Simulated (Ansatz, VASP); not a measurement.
## One calculation of GaSb3, two programs

```xyz
12
Lattice="3.6479 -3.6479 0.0000 3.6479 0.0000 -3.6479 8.4505 8.4505 8.4505" Properties=species:S:1:pos:R:3 pbc="T T T"
Ga    8.8159    1.5201    5.1680
Ga    5.1680    1.5201    1.5201
Ga    5.1680   -2.1278   -2.1278
Sb    6.9919   -0.3039   -0.3039
Sb   10.6398    3.3440    6.9919
Sb    6.9919    3.3440    3.3440
Sb   10.6398    3.3440    3.3440
Sb    6.9919   -0.3039    3.3440
Sb    3.3440   -0.3039   -0.3039
Sb    8.8159    1.5201    1.5201
Sb    5.1680   -2.1278    1.5201
Sb    8.8159    5.1680    5.1680
```

Alike in both runs: task single point; functional PBE; dispersion D3(BJ); k mesh 11 × 11 × 4; occupations gaussian, width 0.15 eV; no spin polarisation.

```csv
,VASP,Ansatz
version,VASP 6.6.1,Ansatz 0.2.0
potentials or method,"VASP PAW PBE potentials, release 64 (Ga_d, Sb), cutoff 520 eV","scalar-relativistic, plane waves, PAW"
valence electrons in the cell,84,174
```

```csv
,VASP,Ansatz,Ansatz less VASP
gap on the k mesh at the Fermi level (eV),none,none,-
pressure (GPa),-0.8,-0.7,+0.05
"traceless stress, the component that is largest in VASP (GPa)",-0.19,-0.20,-0.004
rms of the force components (eV/Å),0.201,0.201,+0.0002
```

Atom by atom the forces differ by 0.001 eV/Å (rms over components). A gap of «none» marks a metal or a gap that the smearing closes. VASP's potentials hold 84 valence electrons a cell and Ansatz's 174, so a difference there can come from the potentials and not from the codes. Ansatz's warnings: dispersion switch in reach.

Neither program's run includes spin-orbit coupling.
